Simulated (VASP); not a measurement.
# Si6C in VASP: a series of runs, part 2 of 2

VASP 6.6.1. The steps go on from the part before.

### Step 3. Single point, PBE, collinear spin

File INCAR:

```
ALGO     = Normal         # electronic algorithm
DIPOL    = 0.5 0.5 0.317
EDIFF    = 1E-6           # SCF threshold, eV
ENCUT    = 520            # plane-wave cutoff, eV
GGA      = PE             # functional
IDIPOL   = 3            
ISIF     = 2              # what is computed and relaxed
ISMEAR   = 0              # smearing method
ISPIN    = 2              # spin polarisation
LASPH    = True           # aspherical terms in the spheres
LCHARG   = False          # write CHGCAR
LDIPOL   = True         
LORBIT   = 11             # projections on sites
LREAL    = False          # projectors in reciprocal space
LWAVE    = False          # write WAVECAR
MAGMOM   = 0 0 0 0 0 0 2  # initial moments
NBANDS   = 27             # bands
NELM     = 150            # most SCF steps
PREC     = Accurate       # precision mode
SIGMA    = 0.05           # smearing width, eV
```

File KPOINTS:

```
k-points
0
Gamma
  7 5 1
```

File POSCAR:

```
Si6C
1.0
    3.8675355695      0.0000000000      0.0000000000
    0.0000000000      5.4695212554      0.0000000000
    0.0000000000      0.0000000000     19.2238421873
Si C
6 1
Direct
    0.5000000000      0.0000000000      0.2080749499
    0.0000000000      0.2500000000      0.2080749499
    0.0000000000      0.5024402184      0.3062861000
    0.5000000000      0.7475597816      0.3062861000
    0.5000000000      0.0098635014      0.4017845190
    0.0000000000      0.2401364986      0.4017845190
    0.5000000000      0.5098635014      0.3843027090
```

Potentials or basis: VASP PAW PBE potentials, release 64 (Si, C).

The run is started by

```
> cat potpaw_PBE.64/Si/POTCAR potpaw_PBE.64/C/POTCAR > POTCAR
> mpirun -np 1 vasp_std > vasp.out
```

OUTCAR:

```text
EDIFF = 1E-6
   ENCUT = 520
   GGA = PE
   ISIF = 2
   ISMEAR = 0
   ISPIN = 2
   LASPH = True
   LORBIT = 11
   LREAL = False
   NELM = 150
   PREC = Accurate

 ion  position               nearest neighbor table
   1  0.500  0.000  0.208-   4 2.34   2 2.37   2 2.37
   2  0.000  0.250  0.208-   3 2.34   1 2.37   1 2.37
   3  0.000  0.502  0.306-   6 2.33   2 2.34   4 2.35   4 2.35   7 2.45   7 2.45
   4  0.500  0.748  0.306-   7 1.98   5 2.33   1 2.34   3 2.35   3 2.35
   5  0.500  0.010  0.402-   6 2.31   6 2.31   4 2.33
   6  0.000  0.240  0.402-   5 2.31   5 2.31   3 2.33   7 2.46   7 2.46
   7  0.500  0.510  0.384-   4 1.98   3 2.45   3 2.45   6 2.46   6 2.46

  LATTYP: Found a simple orthorhombic cell.
 ALAT       =     3.8675355695
 B/A-ratio  =     1.4142135624
 C/A-ratio  =     4.9705663573

  Lattice vectors:

 A1 = (   3.8675355695,   0.0000000000,   0.0000000000)
 A2 = (   0.0000000000,   5.4695212554,   0.0000000000)
 A3 = (   0.0000000000,   0.0000000000,  19.2238421873)

[... 908 lines left out ...]
  in kB       -7.3059148    -13.0206099      6.1195468      0.0000000      0.2132812      0.0000000
  external PRESSURE =      -4.7356593 kB  Pullay stress =       0.0000000 kB

 VOLUME and BASIS-vectors are now :
 -----------------------------------------------------------------------------
  energy-cutoff  :      520.00
  volume of cell :      406.65
      direct lattice vectors                 reciprocal lattice vectors
     3.867535570  0.000000000  0.000000000     0.258562586  0.000000000  0.000000000
     0.000000000  5.469521255  0.000000000     0.000000000  0.182831358  0.000000000
     0.000000000  0.000000000 19.223842187     0.000000000  0.000000000  0.052018737

 POSITION                                       TOTAL-FORCE (eV/Angst)
 -----------------------------------------------------------------------------------
      1.93377      0.00000      4.00000         0.000000      0.989057     -0.409735
      0.00000      1.36738      4.00000         0.000000     -0.814601     -0.046177
      0.00000      2.74811      5.88800         0.000000     -0.299538     -0.174091
      1.93377      4.08879      5.88800         0.000000      0.008941      0.245325
      1.93377      0.05395      7.72384         0.000000     -0.205512      0.329297
      0.00000      1.31343      7.72384         0.000000      0.828207      0.061027
      1.93377      2.78871      7.38777         0.000000     -0.506554     -0.005646
 -----------------------------------------------------------------------------------
    total drift:                                0.000000      0.000013      0.000015

  FREE ENERGIE OF THE ION-ELECTRON SYSTEM (eV)
  ---------------------------------------------------
  free  energy   TOTEN  =       -33.6308456871 eV

  energy  without entropy=      -33.6263983813  energy(sigma->0) =      -33.62862203

 vacuum level on the upper side and lower side of the slab         3.152         3.311

 total charge

# of ion       s       p       d       tot
------------------------------------------
    1        0.821   0.811   0.000   1.631
    2        0.809   0.818   0.000   1.627
    3        0.793   0.849   0.000   1.642
    4        0.766   0.904   0.000   1.670
    5        0.827   0.814   0.000   1.641
    6        0.778   0.815   0.000   1.593
    7        0.977   1.173   0.000   2.150
--------------------------------------------------
tot          5.771   6.184   0.000  11.955

 magnetization (x)

# of ion       s       p       d       tot
------------------------------------------
    1        0.000   0.000   0.000   0.000
    2        0.000   0.000   0.000   0.000
    3        0.000  -0.000   0.000  -0.000
    4       -0.000  -0.000   0.000  -0.000
    5        0.000   0.000   0.000   0.000
    6       -0.000  -0.000   0.000  -0.000
    7        0.000   0.000   0.000   0.000
--------------------------------------------------
tot          0.000   0.000   0.000   0.000
```

stdout:

```text
POSCAR found type information on POSCAR SiC
 POSCAR found :  2 types and       7 ions
 scaLAPACK will be used
 LDA part: xc-table for (Slater+PW92), standard interpolation
 POSCAR, INCAR and KPOINTS ok, starting setup
 FFT: planning ... GRIDC
 FFT: planning ... GRID_SOFT
 FFT: planning ... GRID
 WAVECAR not read
 entering main loop
```

Run time: 21 min. Hardware: 1 thread of Oxide Virtual Turin-like, shared host; peak memory 0.65 GiB.

Results:

| Quantity | Value |
| --- | --- |
| Free energy | -33.6308 eV |
| Largest force | 1.071 eV/Å |
| Band gap on the k mesh | zero (filled and empty bands overlap) |
| Net moment | 0.00 μB per cell |
| Valence electrons inside the program's atomic spheres | Si 1.63, 1.64, 1.67, 1.59 (each value once); C 2.15 |

Forces in eV/Å, atoms in the order of the input:
```
Si   0.000  0.989 -0.410
Si   0.000 -0.815 -0.046
Si   0.000 -0.300 -0.174
Si   0.000  0.009  0.245
Si   0.000 -0.206  0.329
Si   0.000  0.828  0.061
C    0.000 -0.507 -0.006
```

### Step 4. Single point, PBE, collinear spin

File INCAR:

```
SYSTEM = Si6C
PREC = Accurate
ENCUT = 520
EDIFF = 1E-7
ISMEAR = 0
SIGMA = 0.05
LREAL = .False.
LASPH = .True.
NELM = 150
ALGO = Normal
ISIF = 2
LWAVE = .False.
LCHARG = .True.
ISPIN = 2
MAGMOM = 0 0 0 0 0 0 2
LORBIT = 11
LDIPOL = .True.
IDIPOL = 3
DIPOL = 0.5 0.5 0.328
GGA = PE
LELF = .True.
LVHAR = .True.
LVACPOTAV = .True.
NBANDS = 27
```

File KPOINTS:

```
Automatic mesh
0
Gamma
  7 5 1
  0 0 0
```

POSCAR, as its differences from that of step 3:

```diff
@@ -14,2 +14,2 @@
     0.0000000000      0.2401364986      0.4017845190
-    0.5000000000      0.5098635014      0.3843027090
+    1.0000000000      0.0098635014      0.4611212266
```

The run is started by

```
> cat potpaw_PBE.64/Si/POTCAR potpaw_PBE.64/C/POTCAR > POTCAR
> mpirun -np 1 vasp_std > vasp.out
```

Wall time 21 min (1 thread of Oxide Virtual Turin-like, shared host); peak memory 0.65 GiB.

It converged, with:

- Free energy: -34.0718 eV
- Largest force: 3.736 eV/Å
- Net moment: 0.47 μB per cell
- Site moments: Si +0.16, -0.04, +0.02, +0.00, -0.00 (each value once); C +0.02 μB
- Valence electrons inside the program's atomic spheres: Si 1.63, 1.64, 1.67, 1.68, 1.59, 1.77; C 2.26

Forces on the atoms (eV/Å):
```
Si   0.000  0.657  0.336
Si   0.000 -0.684  0.009
Si   0.000  0.410 -0.320
Si   0.000 -0.435 -0.204
Si   0.000 -1.421  1.632
Si   0.000  3.421 -1.501
C    0.000 -1.948  0.047
```

Levels at points of the mesh, in eV from the Fermi level:
Spin up:
```tsv
k point	band 10	band 11	band 12	band 13	band 14	band 15	band 16	band 17	band 18	band 19
(0.00, 0.00, 0.00)	-2.09	-1.84	-1.36	-0.56	0.08	0.44	0.65	1.56	2.08	2.80
```
Spin down:
```csv
k point,band 12,band 13,band 14,band 15,band 16,band 17
"(0.00, 0.00, 0.00)",-1.30,-0.49,0.03,0.53,1.00,1.61
```

Caveat: a moment this small can come from the mesh or the smearing.

### Step 5. The runs side by side

| cell | gap on the mesh (eV) | moment (μB) | largest force (eV/Å) |
| --- | --- | --- | --- |
| as given, atomic positions A | none | 0.24 | 1.88 |
| as given, atomic positions B | none | 0.00 | 1.07 |
| as given, atomic positions C | none | 0.47 | 3.74 |

Alike in all rows: task single point; level PBE; potentials or basis VASP PAW PBE potentials, release 64 (Si, C); spin collinear; k mesh 7 × 5 × 1; cutoff (eV) 520; smearing gaussian 0.05 eV.

Caveats: a moment this small can come from the mesh or the smearing (at least some runs).

Absolute energies hang on the potentials; compare differences alone.
